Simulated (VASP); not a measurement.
# BeS (F-43m) in VASP: further runs

BeS is run at these levels: r2SCAN, PBEsol, r2SCAN+D3(BJ), HSE06, LDA; tasks: single point.

Program: VASP 6.6.1. These are calculated values, not measurements. Logs are shortened: lines on timing, memory, paths and dates and some standing lists are left out, and cuts for length are marked.

## Step 1: The cell of the first run

It takes space group F-43m (No. 216, cubic). Conventional cell: a = 4.850 Å, b = 4.850 Å, c = 4.850 Å, α = 90.00°, β = 90.00°, γ = 90.00°. S (site symmetry -43m) has 4 Be at 2.10 Å within 2.8 Å. Be (site symmetry -43m) has 4 S at 2.10 Å within 2.8 Å.

## Step 2: Single point, r2SCAN

Input file POSCAR:

```
BeS
1.0
    3.4294678900      0.0000000000      0.0000000000
    1.7147339450      2.9700063142      0.0000000000
    1.7147339450      0.9900021047      2.8001488066
S Be
1 1
Direct
    0.7500000000      0.7500000000      0.7500000000
    0.0000000000      0.0000000000      0.0000000000
```

Input file INCAR.step1:

```
SYSTEM = BeS
ALGO     = Normal         ! electronic algorithm
EDIFF    = 1E-5           ! SCF threshold, eV
ENCUT    = 660            ! plane-wave cutoff, eV
GGA      = PE             ! functional
GGA_COMPAT= .False.      
ISMEAR   = -1             ! smearing method
LASPH    = .True.         ! aspherical terms in the spheres
LCHARG   = .False.        ! write CHGCAR
LREAL    = .False.        ! projectors in reciprocal space
LWAVE    = .True.         ! write WAVECAR
NBANDS   = 11             ! bands
NELM     = 120            ! most SCF steps
PREC     = Accurate       ! precision mode
SIGMA    = 0.1            ! smearing width, eV
```

Input file INCAR.step2:

```
SYSTEM = BeS
ALGO     = Normal         ! electronic algorithm
EDIFF    = 1E-6           ! SCF threshold, eV
ENCUT    = 660            ! plane-wave cutoff, eV
GGA_COMPAT= .False.      
ISIF     = 2              ! what is computed and relaxed
ISMEAR   = -1             ! smearing method
ISTART   = 1            
LASPH    = .True.         ! aspherical terms in the spheres
LCHARG   = .True.         ! write CHGCAR
LELF     = .True.         ! ELF
LMIXTAU  = .True.       
LREAL    = .False.        ! projectors in reciprocal space
LVHAR    = .True.       
LWAVE    = .False.        ! write WAVECAR
METAGGA  = R2SCAN         ! meta-GGA
NBANDS   = 11             ! bands
NELM     = 120            ! most SCF steps
PREC     = Accurate       ! precision mode
SIGMA    = 0.1            ! smearing width, eV
```

Input file KPOINTS:

```
k-points
0
Gamma
  9 9 9
  0 0 0
```

Potentials or basis: VASP PAW PBE potentials, release 64 (S, Be).

On the command line:

```bash
$ cat potpaw_PBE.64/S/POTCAR potpaw_PBE.64/Be/POTCAR > POTCAR
$ cp INCAR.step1 INCAR
$ mpirun -np 1 vasp_std > vasp.out
$ cp INCAR.step2 INCAR
$ mpirun -np 1 vasp_std > vasp.out
```

OUTCAR:

```text
SYSTEM = BeS
   EDIFF = 1E-6
   ENCUT = 660
   ISIF = 2
   ISMEAR = -1
   ISTART = 1
   LASPH = .True.
   LREAL = .False.
   METAGGA = R2SCAN
   NELM = 120
   PREC = Accurate

 ion  position               nearest neighbor table
   1  0.750  0.750  0.750-   2 2.10   2 2.10   2 2.10   2 2.10
   2  0.000  0.000  0.000-   1 2.10   1 2.10   1 2.10   1 2.10

  LATTYP: Found a face centered cubic cell.
 ALAT       =     4.8500000018

  Lattice vectors:

 A1 = (   3.4294678900,   0.0000000000,   0.0000000000)
 A2 = (   1.7147339450,   2.9700063142,   0.0000000000)
 A3 = (   1.7147339450,   0.9900021047,   2.8001488066)

Analysis of symmetry for initial positions (statically):
=====================================================================
 Subroutine PRICEL returns:
 Original cell was already a primitive cell.

 Routine SETGRP: Setting up the symmetry group for a
 face centered cubic supercell.

 Subroutine GETGRP returns: Found 24 space group operations
 (whereof 24 operations were pure point group operations)
 out of a pool of 48 trial point group operations.

The static configuration has the point symmetry T_d .

Analysis of symmetry for dynamics (positions and initial velocities):
=====================================================================
 Subroutine PRICEL returns:
 Original cell was already a primitive cell.

 Routine SETGRP: Setting up the symmetry group for a
 face centered cubic supercell.

 Subroutine GETGRP returns: Found 24 space group operations
 (whereof 24 operations were pure point group operations)
 out of a pool of 48 trial point group operations.

The dynamic configuration has the point symmetry T_d .

 Subroutine INISYM returns: Found 24 space group operations
 (whereof 24 operations are pure point group operations),
 and found     1 'primitive' translations

----------------------------------------------------------------------------------------

                                     Primitive cell

  volume of cell :      28.5210

  direct lattice vectors                    reciprocal lattice vectors
     3.429467890  0.000000000  0.000000000     0.291590425 -0.168349810 -0.119041293
     1.714733945  2.970006314  0.000000000     0.000000000  0.336699621 -0.119041293
     1.714733945  0.990002105  2.800148807     0.000000000  0.000000000  0.357123878

  length of vectors
     3.429467890  3.429467890  3.429467890     0.357123878  0.357123878  0.357123878

  position of ions in fractional coordinates (direct lattice)
     0.750000000  0.750000000  0.750000000
     0.000000000  0.000000000  0.000000000

  ion indices of the primitive-cell ions
   primitive index   ion index
                 1           1
                 2           2

----------------------------------------------------------------------------------------

 KPOINTS: k-points

Automatic generation of k-mesh.
 Grid dimensions read from file:
 generate k-points for:    9    9    9

 Generating k-lattice:

  Cartesian coordinates                     Fractional coordinates (reciprocal lattice)
     0.032398936 -0.018705534 -0.013226810     0.111111111  0.000000000  0.000000000
     0.000000000  0.037411069 -0.013226810     0.000000000  0.111111111  0.000000000
     0.000000000  0.000000000  0.039680431     0.000000000  0.000000000  0.111111111

  Length of vectors
     0.039680431  0.039680431  0.039680431

  Shift w.r.t. Gamma in fractional coordinates (k-lattice)
     0.000000000  0.000000000  0.000000000

 Subroutine IBZKPT returns following result:
 ===========================================

 Found     35 irreducible k-points:

 Following reciprocal coordinates:
            Coordinates               Weight
  0.000000  0.000000  0.000000      1.000000
  0.111111 -0.000000  0.000000      8.000000
  0.222222  0.000000  0.000000      8.000000
  0.333333  0.000000  0.000000      8.000000
  0.444444  0.000000  0.000000      8.000000
  0.111111  0.111111  0.000000      6.000000
[... 16 lines left out ...]
 -0.333333  0.333333 -0.000000     12.000000
  0.444444  0.444444 -0.000000      6.000000
 [... further k-points ...]
   k-points           NKPTS =     35   k-points in BZ     NKDIM =     35   number of bands    NBANDS=     11
   number of dos      NEDOS =    301   number of ions     NIONS =      2
   total plane-waves  NPLWV =  27000
   dimension x,y,z NGX =    30 NGY =   30 NGZ =   30
   dimension x,y,z NGXF=    60 NGYF=   60 NGZF=   60
   ions per type =               1   1
   NGX,Y,Z   is equivalent  to a cutoff of  14.54, 14.54, 14.54 a.u.
   NGXF,Y,Z  is equivalent  to a cutoff of  29.09, 29.09, 29.09 a.u.
 SYSTEM =  BeS
   PREC   = accura    normal or accurate (medium, high low for compatibility)
   ISTART =      1    job   : 0-new  1-cont  2-samecut
   ICHARG =      0    charge: 1-file 2-atom 10-const
   ISPIN  =      1    spin polarized calculation?
   LNONCOLLINEAR =      F non collinear calculations
   LSORBIT =      F    spin-orbit coupling
   LASPH  =      T    aspherical Exc in radial PAW
   ENCUT  =  660.0 eV  48.51 Ry    6.96 a.u.   7.18  7.18  7.18*2*pi/ulx,y,z
   NELM   =    120;   NELMIN=  2; NELMDL=  0     # of ELM steps
   EDIFF  = 0.1E-05   stopping-criterion for ELM
   LREAL  =      F    real-space projection
   EDIFFG = 0.1E-04   stopping-criterion for IOM
   NSW    =      0    number of steps for IOM
   IBRION =     -1    ionic relax: 0-MD 1-quasi-New 2-CG
   NFREE  =      0    steps in history (QN), initial steepest desc. (CG)
   ISIF   =      2    stress and relaxation
   ISYM   =      2    0-nonsym 1-usesym 2-fastsym
   POTIM  = 0.5000    time-step for ionic-motion
   TEBEG  =    0.0;   TEEND  =   0.0 temperature during run
   PSTRESS=    0.0 pullay stress
   NELECT =       8.0000    total number of electrons
   NUPDOWN=      -1.0000    fix difference up-down
   EMIN   =  10.00;   EMAX   =-10.00  energy-range for DOS
   EFERMI =   0.00;   METHOD = LEGACY
   ISMEAR =    -1;   SIGMA  =   0.10  broadening in eV -4-tet -1-fermi 0-gaus
   EFERMI_NEDOS =   21; number of points for ismear=-14 and -15
   IALGO  =     38    algorithm
   IMIX   =      4    mixing-type and parameters
     AMIX     =   0.40;   BMIX     =  1.00
     AMIX_MAG =   1.60;   BMIX_MAG =  1.00
  volume/ion in A,a.u.               =      14.26        96.23
  Fermi-wavevector in a.u.,A,eV,Ry     =   1.071642  2.025110 15.625158  1.148417
  Thomas-Fermi vector in A             =   2.207388
   LORBIT       =      0    0 simple, 1 ext, 2 COOP (PROOUT), +10 PAW based schemes
   METAGGA = R2SCAN    functional components
   LHFCALC =     F    Hartree Fock is set to
   AEXX    =    0.0000 exact exchange contribution
   IVDW    =     0    specifies the selected vdW correction
   LEPSILON=     F    determine dielectric tensor
   LRPA    =     F    only Hartree local field effects (RPA)
 non-spin polarized calculation
  energy-cutoff  :      660.00
  volume of cell :       28.52
 maximum number of plane-waves:      1113
 NGX is ok and might be reduce to    30
   NGX = 15   NGY = 15   NGZ = 15

 number of electron       8.0000001 magnetization

 Free energy of the ion-electron system (eV)
  ---------------------------------------------------
  ext. energy  EPLUGINS =         0.00000000
  ---------------------------------------------------
  free energy    TOTEN  =       -14.78556768 eV

  energy without entropy =      -14.78556768  energy(sigma->0) =      -14.78556768

 E-fermi :   5.8274     XC(G=0): -10.1837

 val. band max:        3.9671891152   @ k =   0.0000   0.0000   0.0000
 cond. band min:       7.6400086347   @ k =   0.4444   0.4444  -0.0000
 fundamental gap:      3.6728195195
 Fermi energy:         5.8274468236

 k-point     1 :       0.0000    0.0000    0.0000
  band No.  band energies     occupation
      1     -10.3299      2.00000
      2       3.9672      2.00000
      3       3.9672      2.00000
      4       3.9672      2.00000
      5      10.2251      0.00000
      6      10.2251      0.00000
      7      10.2251      0.00000
      8      10.6561      0.00000
      9      17.3908      0.00000
     10      17.3908      0.00000
     11      19.8770      0.00000

 k-point     2 :       0.1111   -0.0000    0.0000
  band No.  band energies     occupation
      1     -10.1830      2.00000
      2       2.9737      2.00000
      3       3.8045      2.00000
      4       3.8045      2.00000
      5      10.2271      0.00000
      6      10.5273      0.00000
      7      10.5273      0.00000
      8      11.6631      0.00000
      9      16.8086      0.00000
     10      16.8086      0.00000
     11      19.7671      0.00000

 k-point     3 :       0.2222    0.0000    0.0000
  band No.  band energies     occupation
      1      -9.7696      2.00000
      2       1.0682      2.00000
      3       3.4516      2.00000
      4       3.4516      2.00000
      5      10.1798      0.00000
      6      11.0682      0.00000
      7      11.0682      0.00000
      8      13.5994      0.00000
      9      16.4062      0.00000
     10      16.4062      0.00000
     11      19.3176      0.00000

 k-point     4 :       0.3333    0.0000    0.0000
  band No.  band energies     occupation
      1      -9.1972      2.00000
      2      -0.7166      2.00000
      3       3.1210      2.00000
      4       3.1210      2.00000
      5      10.1181      0.00000
      6      11.2304      0.00000
      7      11.2304      0.00000
      8      15.2333      0.00000
      9      17.3022      0.00000
     10      17.3022      0.00000
     11      19.2277      0.00000

 k-point     5 :       0.4444    0.0000    0.0000
  band No.  band energies     occupation
      1      -8.7261      2.00000
      2      -1.8359      2.00000
      3       2.9336      2.00000
      4       2.9336      2.00000
      5      10.0752      0.00000
      6      11.1296      0.00000
      7      11.1296      0.00000
      8      15.9604      0.00000
      9      19.1544      0.00000
     10      19.1544      0.00000
     11      19.9895      0.00000
[... 211 lines left out ...]
 k-point    21 :       0.4444    0.3333   -0.0000
  band No.  band energies     occupation
      1      -8.4175      2.00000
      2      -0.6710      2.00000
      3       1.1457      2.00000
      4       1.5645      2.00000
      5       8.3427      0.00000
      6      10.1573      0.00000
      7      15.6833      0.00000
      8      15.7116      0.00000
      9      19.6067      0.00000
     10      20.4432      0.00000
     11      21.5713      0.00000

 k-point    22 :      -0.4444    0.3333   -0.0000
  band No.  band energies     occupation
      1      -8.1518      2.00000
      2      -0.9091      2.00000
      3       0.2151      2.00000
      4       1.6741      2.00000
      5       8.7436      0.00000
      6      11.5850      0.00000
      7      15.3180      0.00000
      8      15.6539      0.00000
      9      18.1587      0.00000
     10      19.0192      0.00000
     11      22.3748      0.00000

 k-point    23 :      -0.3333    0.3333   -0.0000
  band No.  band energies     occupation
      1      -8.2024      2.00000
      2      -0.7410      2.00000
      3      -0.2532      2.00000
      4       2.0490      2.00000
      5       9.3199      0.00000
      6      13.6803      0.00000
      7      14.3212      0.00000
      8      15.2586      0.00000
      9      16.1381      0.00000
     10      17.1340      0.00000
     11      23.4721      0.00000

 k-point    24 :       0.4444    0.4444   -0.0000
  band No.  band energies     occupation
      1      -8.1811      2.00000
      2      -1.0666      2.00000
      3       1.3090      2.00000
      4       1.3090      2.00000
      5       7.6400      0.00000
      6       9.4252      0.00000
      7      17.3492      0.00000
      8      17.3492      0.00000
      9      20.2803      0.00000
     10      20.8956      0.00000
     11      22.3783      0.00000

 [... further k-points ...]

------------------------ aborting loop because EDIFF is reached ----------------------------------------

  FORCE on cell =-STRESS in cart. coord.  units (eV):
  Direction    XX          YY          ZZ          XY          YZ          ZX
  --------------------------------------------------------------------------------------
  -------------------------------------------------------------------------------------
  Total        0.2616609      0.2616609      0.2616609     -0.0000000     -0.0000000      0.0000000
  in kB       14.6988756     14.6988756     14.6988756     -0.0000000     -0.0000000      0.0000000
  external PRESSURE =      14.6988756 kB  Pullay stress =       0.0000000 kB

 VOLUME and BASIS-vectors are now :
 -----------------------------------------------------------------------------
  energy-cutoff  :      660.00
  volume of cell :       28.52
      direct lattice vectors                 reciprocal lattice vectors
     3.429467890  0.000000000  0.000000000     0.291590425 -0.168349810 -0.119041293
     1.714733945  2.970006314  0.000000000     0.000000000  0.336699621 -0.119041293
     1.714733945  0.990002105  2.800148807     0.000000000  0.000000000  0.357123878

 POSITION                                       TOTAL-FORCE (eV/Angst)
 -----------------------------------------------------------------------------------
      5.14420      2.97001      2.10011         0.000000      0.000000      0.000000
      0.00000      0.00000      0.00000        -0.000000     -0.000000     -0.000000
 -----------------------------------------------------------------------------------
    total drift:                               -0.000000     -0.000000     -0.000000

  FREE ENERGIE OF THE ION-ELECTRON SYSTEM (eV)
  ---------------------------------------------------
  free  energy   TOTEN  =       -14.7855676810 eV

  energy  without entropy=      -14.7855676801  energy(sigma->0) =      -14.78556768
```

Run time: 31 s. Hardware: 1 thread of Intel Xeon 6975P-C (Granite Rapids), shared host; peak memory 0.16 GiB.

What came out:

```yaml
Free_energy: -14.7856 eV
Pressure: 1.5 GPa
Band_gap_on_the_k_mesh: 3.67 eV (least direct gap 6.26 eV)
```

Levels at points of the mesh, in eV from the valence-band top:
| k point | band 2 | band 3 | band 4 | band 5 | band 6 | band 7 |
| --- | --- | --- | --- | --- | --- | --- |
| (0.00, 0.00, 0.00) | 0.00 | 0.00 | 0.00 | 6.26 | 6.26 | 6.26 |

Caveat: the PAW data sets were made with another functional, which shifts forces and pressure a little; an odd mesh through Γ misses points on the zone boundary, where band edges can lie.

## Step 3: Single point, PBEsol

Input file INCAR:

```
SYSTEM = BeS
ALGO = Normal
EDIFF = 1E-6
ENCUT = 600
GGA = PS
GGA_COMPAT = .FALSE.
ISIF = 2
ISMEAR = 0
LASPH = .TRUE.
LCHARG = .TRUE.
LELF = .TRUE.
LREAL = .FALSE.
LVHAR = .TRUE.
LWAVE = .FALSE.
NBANDS = 11
NELM = 120
PREC = Accurate
SIGMA = 0.01
```

Input file KPOINTS:

```
k-points
0
G
  9 9 9
  0 0 0
```

Input file POSCAR:

```
BeS
1.0
    0.0000000000      2.4250000000      2.4250000000
    2.4250000000      0.0000000000      2.4250000000
    2.4250000000      2.4250000000      0.0000000000
S Be
1 1
Direct
    0.2500000000      0.2500000000      0.2500000000
    0.0000000000      0.0000000000      0.0000000000
```

Potentials or basis: VASP PAW PBE potentials, release 64 (S, Be).

On the command line:

```bash
$ cat potpaw_PBE.64/S/POTCAR potpaw_PBE.64/Be/POTCAR > POTCAR
$ mpirun -np 1 vasp_std > vasp.out
```

It took 22 s on 1 thread of Intel Xeon Platinum 8375C at 2.90GHz (Ice Lake), shared host; peak memory 0.15 GiB.

Results (log left out):

```yaml
Free_energy: -10.5643 eV
Pressure: -0.5 GPa
Band_gap_on_the_k_mesh: 3.03 eV (least direct gap 5.61 eV)
```

Levels at points of the mesh, in eV from the valence-band top:
```tsv
k point	band 1	band 2	band 3	band 4	band 5	band 6	band 7	band 8	band 9
(0.00, 0.00, 0.00)	-13.72	0.00	0.00	0.00	5.61	5.61	5.61	5.71	12.79
```

Caveat: the PAW data sets were made with another functional, which shifts forces and pressure a little; an odd mesh through Γ misses points on the zone boundary, where band edges can lie.

(Continued in part 2 of 2.)
